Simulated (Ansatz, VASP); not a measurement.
**One calculation of Ti2S2O3, two programs**

Contents of POSCAR:

```
Ti2S2O3
1.0
    2.5970505600      1.4994083400      4.1335297100
   -2.5970505600      1.4994083400      4.1335297100
    0.0000000000     -2.9988166900      4.1335297100
O Ti S
3 2 2
Direct
    0.0000000000      0.0000000000      0.5000000000
    0.5000000000      0.0000000000      0.0000000000
    0.0000000000      0.5000000000      0.0000000000
    0.2401300000      0.2401300000      0.2401300000
    0.7598700000      0.7598700000      0.7598700000
    0.0000000000      0.0000000000      0.0000000000
    0.5000000000      0.5000000000      0.5000000000
```

INCAR.step1

```
SYSTEM = Ti2S2O3
PREC = Accurate
ENCUT = 660
ISMEAR = -1
SIGMA = 0.0195
LREAL = .False.
LASPH = .True.
NELM = 200
ISPIN = 2
MAGMOM = 0 0 0 1 1 0 0
LMAXMIX = 4
LDAU = .True.
LDAUTYPE = 2
LDAUL = 1 2 -1
LDAUU = 6.4 4.79 0
LDAUJ = 0 0 0
ISYM = 0
NBANDS = 40
GGA = PE
ALGO = Normal
EDIFF = 1E-5
LWAVE = .True.
LCHARG = .False.
GGA_COMPAT = .False.
KPAR = 4
```

Contents of INCAR.step2:

```
SYSTEM = Ti2S2O3
PREC = Accurate
ENCUT = 660
EDIFF = 1E-6
ISMEAR = -1
SIGMA = 0.0195
LREAL = .False.
LASPH = .True.
NELM = 200
ALGO = Normal
ISIF = 2
LWAVE = .False.
LCHARG = .False.
ISPIN = 2
MAGMOM = 0 0 0 1 1 0 0
LORBIT = 11
LMAXMIX = 4
LDAU = .True.
LDAUTYPE = 2
LDAUL = 1 2 -1
LDAUU = 6.4 4.79 0
LDAUJ = 0 0 0
LDAUPRINT = 1
METAGGA = R2SCAN
LMIXTAU = .True.
ISYM = 0
NBANDS = 40
ISTART = 1
GGA_COMPAT = .False.
KPAR = 4
```

The input KPOINTS:

```
regular mesh
0
Gamma
  5 5 5
  0 0 0
```

Input for Ansatz:

```yaml
crystal:
  lattice:
    - [2.59705056, 1.49940834, 4.13352971]
    - [-2.59705056, 1.49940834, 4.13352971]
    - [0.0, -2.99881669, 4.13352971]
  atoms:
    - { symbol: O, position: [0.0, 0.0, 0.5] }
    - { symbol: O, position: [0.5, 0.0, 0.0] }
    - { symbol: O, position: [0.0, 0.5, 0.0] }
    - { symbol: Ti, position: [0.24013, 0.24013, 0.24013], spin: 1.0 }
    - { symbol: Ti, position: [0.75987, 0.75987, 0.75987], spin: 1.0 }
    - { symbol: S, position: [0.0, 0.0, 0.0] }
    - { symbol: S, position: [0.5, 0.5, 0.5] }
  symmetry: { detect: false, time_reversal: true }
kpoints:
  mp_grid: { grid: [5, 5, 5], shift: [0, 0, 0] }
magnetization:
  spin_polarized: true
scf:
  occupations: { method: fermi_dirac, width: 0.0195 }
  lower_state_search: "off"
  max_iter: 200
hamiltonian:
  pseudopotentials: { kind: paw }
  xc: r2scan
  hubbard:
    projectors: all-electron-ortho-atomic
    sites:
      - { species: Ti, l: d, u_eff: 4.79 }
      - { species: O, l: p, u_eff: 6.4 }
basis:
  ecutwfc: 500
  fft_grid_basis: typed
output:
  forces: true
  stress: true
  eigenvalues: true
  bader: true
  populations: true
  elf: true
  write_potential: true
  volumetric_format: npy
  dos:
    e_range: [-12, 8]
    de: 0.05
    projected: { site_lists: { O: [O], S: [S], Ti: [Ti] } }
checkpoint:
  read: saved_state
```

Alike in both runs: task single point; functional r2SCAN; k mesh 5 × 5 × 5; occupations fermi-dirac, width 0.0195 eV; collinear spin; Hubbard terms Ti d U = 4.79 eV, O p U = 6.4 eV.

|  | VASP | Ansatz |
| --- | --- | --- |
| version | VASP 6.6.1 | Ansatz 0.2.0 |
| potentials or method | VASP PAW PBE potentials, release 64 (O, Ti_sv, S), cutoff 660 eV | PAW plane waves |
| valence electrons in the cell | 54 | 54 |

Ansatz gave:

* pressure (GPa): 29.6
* traceless stress, the component that is largest in VASP (GPa): -2.12
* rms of the force components (eV/Å): 1.531
* net moment per atom (μB): 0.23
* size of the moment on the site where the two differ most (μB): 0.68

Task: What did VASP give for the same quantities?

Result: Pressure (GPa): 24.0; traceless stress, the component that is largest in VASP (GPa): -5.41; rms of the force components (eV/Å): 1.044; net moment per atom (μB): 0.13; size of the moment on the site where the two differ most (μB): 0.03.

The net moments are unlike, so the other rows may belong to different states. VASP's potentials were made for PBE, not for r2SCAN. Site moments also hang on the region over which each program counts them. The programs project onto different local orbitals, so the same U acts differently, and such runs can settle in different states. Atom by atom the forces differ by 1.049 eV/Å (rms over components). Ansatz's warnings: filled band counts differ across k points, stability check not made.
